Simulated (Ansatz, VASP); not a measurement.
## Sn: VASP beside Ansatz

```
Sn
1.0
    -1.90720    1.90720    1.90720
     1.90720   -1.90720    1.90720
     1.90720    1.90720   -1.90720
Sn
1
Direct
  0.00000 0.00000 0.00000
```

Change from the starting cell: volume scaled by 1.02.

Alike in both runs: task single point; functional PBE; k mesh 10 × 10 × 10; occupations fermi-dirac, width 0.05 eV; no spin polarisation.

|  | VASP | Ansatz |
| --- | --- | --- |
| version | VASP 6.6.1 | Ansatz 0.2.0 |
| potentials or method | VASP PAW PBE potentials, release 64 (Sn_d), cutoff 520 eV | all-electron LAPW, scalar-relativistic |

|  | VASP | Ansatz | Ansatz less VASP |
| --- | --- | --- | --- |
| gap on the k mesh at the Fermi level (eV) | none | none | - |
| pressure (GPa) | -0.2 | -0.2 | -0.04 |

A gap of «none» marks a metal or a gap that the smearing closes. Ansatz ran all-electron here, and VASP with PAW potentials.
